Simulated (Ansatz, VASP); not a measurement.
PbS: VASP beside Ansatz

File INCAR:

```
PREC     = Accurate       # precision mode
ENCUT    = 520            # plane-wave cutoff, eV
EDIFF    = 1E-6           # SCF threshold, eV
ISMEAR   = 0              # smearing method
SIGMA    = 0.013          # smearing width, eV
LREAL    = F              # projectors in reciprocal space
LASPH    = T              # aspherical terms in the spheres
NELM     = 100            # most SCF steps
ALGO     = Normal         # electronic algorithm
ISIF     = 2              # what is computed and relaxed
LWAVE    = F              # write WAVECAR
LCHARG   = F              # write CHGCAR
GGA      = PS             # functional
NBANDS   = 28             # bands
```

KPOINTS

```
Automatic mesh
0
Gamma
  4 4 2
```

Contents of POSCAR:

```
PbS
1.0
    2.9838607981     -2.9828938700      0.0000000000
    2.9838607981      2.9828938700      0.0000000000
   -1.0986781904      0.0000000000     11.1678408944
Pb S
2 2
Direct
    0.2263653800      0.2263653800      0.3722110100
    0.7736346200      0.7736346200      0.6277889900
    0.7295120500      0.7295120500      0.3897323800
    0.2704879500      0.2704879500      0.6102676200
```

Input for Ansatz:

```yaml
crystal:
  lattice:
    - [2.9838607981, -2.98289387, 0.0]
    - [2.9838607981, 2.98289387, 0.0]
    - [-1.0986781904, 0.0, 11.1678408944]
  atoms:
    - { symbol: Pb, position: [0.22636538, 0.22636538, 0.37221101] }
    - { symbol: Pb, position: [0.77363462, 0.77363462, 0.62778899] }
    - { symbol: S, position: [0.72951205, 0.72951205, 0.38973238] }
    - { symbol: S, position: [0.27048795, 0.27048795, 0.61026762] }
basis:
  ecutwfc: 440
kpoints:
  mp_grid: { grid: [4, 4, 2] }
hamiltonian:
  xc: pbesol
scf:
  occupations: { method: gaussian, width: 0.013 }
output:
  forces: true
  stress: true
  eigenvalues: true
```

Alike in both runs: task single point; functional PBEsol; k mesh 4 × 4 × 2; occupations gaussian, width 0.013 eV; no spin polarisation.

```csv
,VASP,Ansatz
version,VASP 6.6.1,Ansatz 0.2.0
potentials or method,"VASP PAW PBE potentials, release 64 (Pb_d, S), cutoff 520 eV","scalar-relativistic, plane waves, PAW"
valence electrons in the cell,40,40
```

|  | VASP | Ansatz | Ansatz less VASP |
| --- | --- | --- | --- |
| gap on the k mesh at the Fermi level (eV) | 2.09 | 2.09 | 0.000 |
| least direct gap on the mesh (eV) | 2.09 | 2.09 | 0.000 |
| rms of the force components (eV/Å) | 0.066 | 0.065 | -0.0010 |

VASP's potentials were made for PBE, not for PBEsol. Atom by atom the forces differ by 0.002 eV/Å (rms over components).

Spin-orbit coupling is off throughout.
